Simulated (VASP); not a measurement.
Here is a VASP 6.6.1 calculation.

Contents of POSCAR:

```
H4C
1.0
    7.2304270000      0.0000000000      0.0000000000
    0.0000000000      7.2304270000      0.0000000000
    0.0000000000      0.0000000000      7.2304270000
C H
6 24
Direct
    0.3126388000      0.2546668000      0.0076155000
    0.4181423000      0.5147200000      0.3653991000
    0.5325350000      0.0800028000      0.5009087000
    0.8555480000      0.7014262000      0.6380053000
    0.9352852000      0.8448386000      0.2088254000
    0.0308641000      0.2858972000      0.5720996000
    0.1783263000      0.2018878000      0.0510508000
    0.3122861000      0.2762608000     -0.1415344000
    0.4198178000      0.1550537000      0.0436990000
    0.3401252000      0.3854649000      0.0772466000
    0.4044469000      0.3834022000      0.2927342000
    0.3557793000      0.6244482000      0.2830420000
    0.5641383000      0.5450740000      0.3872144000
    0.3482047000      0.5059555000      0.4986059000
    0.6116874000      0.1724301000      0.5898142000
    0.4527227000     -0.0154031000      0.5859960000
    0.6267997000      0.0020146000      0.4129080000
    0.4389301000      0.1609693000      0.4149165000
    0.7228939000      0.7647126000      0.6713195000
    0.9636516000      0.8063584000      0.6418743000
    0.8491422000      0.6409615000      0.5001100000
    0.8865044000      0.5936722000      0.7387173000
    1.0259746000      0.8921459000      0.3195031000
    0.8294361000      0.7540455000      0.2659631000
    1.0161429000      0.7694837000      0.1063764000
    0.8695870000      0.9636792000      0.1434589000
   -0.0575072000      0.2836781000      0.6941558000
   -0.0240703000      0.3843465000      0.4720894000
    0.0347405000      0.1484638000      0.5103812000
    0.1702933000      0.3271002000      0.6117721000
```

File INCAR.step1:

```
SYSTEM = H4C
PREC     = Accurate       ! precision mode
ENCUT    = 520            ! plane-wave cutoff, eV
ISMEAR   = -1             ! smearing method
SIGMA    = 0.02           ! smearing width, eV
LREAL    = Auto         
LASPH    = .TRUE.         ! aspherical terms in the spheres
NELM     = 100            ! most SCF steps
GGA      = PE             ! functional
ALGO     = Normal         ! electronic algorithm
EDIFF    = 1E-4           ! SCF threshold, eV
LWAVE    = .TRUE.         ! write WAVECAR
LCHARG   = .FALSE.        ! write CHGCAR
```

INCAR.step2

```
SYSTEM = H4C
PREC     = Accurate       ! precision mode
ENCUT    = 520            ! plane-wave cutoff, eV
EDIFF    = 1E-6           ! SCF threshold, eV
ISMEAR   = -1             ! smearing method
SIGMA    = 0.02           ! smearing width, eV
LREAL    = Auto         
LASPH    = .TRUE.         ! aspherical terms in the spheres
NELM     = 100            ! most SCF steps
ALGO     = Normal         ! electronic algorithm
ISIF     = 2              ! what is computed and relaxed
LWAVE    = .FALSE.        ! write WAVECAR
LCHARG   = .FALSE.        ! write CHGCAR
METAGGA  = R2SCAN         ! meta-GGA
LMIXTAU  = .TRUE.       
IVDW     = 12             ! dispersion correction
VDW_S6   = 1.0          
VDW_S8   = 0.78981345   
VDW_A1   = 0.49484001   
VDW_A2   = 5.73083694   
IBRION   = 2              ! ionic algorithm
NSW      = 35             ! ionic steps
EDIFFG   = -0.3           ! ionic threshold
ISTART   = 1
```

Contents of KPOINTS:

```
Automatic mesh
0
G
  1 1 1
  0 0 0
```

Potentials or basis: VASP PAW PBE potentials, release 64 (C, H).

Launch:

```bash
$ cat potpaw_PBE.64/C/POTCAR potpaw_PBE.64/H/POTCAR > POTCAR
$ cp INCAR.step1 INCAR
$ mpirun -np 1 vasp_gam > vasp.out
$ cp INCAR.step2 INCAR
$ mpirun -np 1 vasp_gam > vasp.out
```

Question: Predict the dispersion energy per atom.

Answer: -0.013 eV.

Question: Predict the energy gained by relaxing.

Answer: 11.6 meV/atom.

Step by step:
```csv
step,energy change (eV),largest force (eV/Å),pressure (GPa)
1,0.0000,0.6542,0.35
2,-0.0233,0.8869,0.98
3,-0.0262,0.6178,0.83
4,-0.0503,0.3527,1.01
5,-0.0644,0.4562,1.29
6,-0.0884,0.3953,1.07
7,-0.1310,0.3809,0.42
8,-0.1360,0.4588,0.10
9,-0.1670,0.4180,0.05
10,-0.2169,1.0605,-0.11
11,-0.2359,0.9564,-0.10
12,-0.2849,0.6562,-0.06
13,-0.3493,0.2486,0.01
```

Caveat: the k points lie up to 0.87 Å⁻¹ apart; the PAW data sets were made with another functional, which shifts forces and pressure a little; the relaxation stopped at a loose force limit of 0.3 eV/Å, so its end isn't a converged minimum.
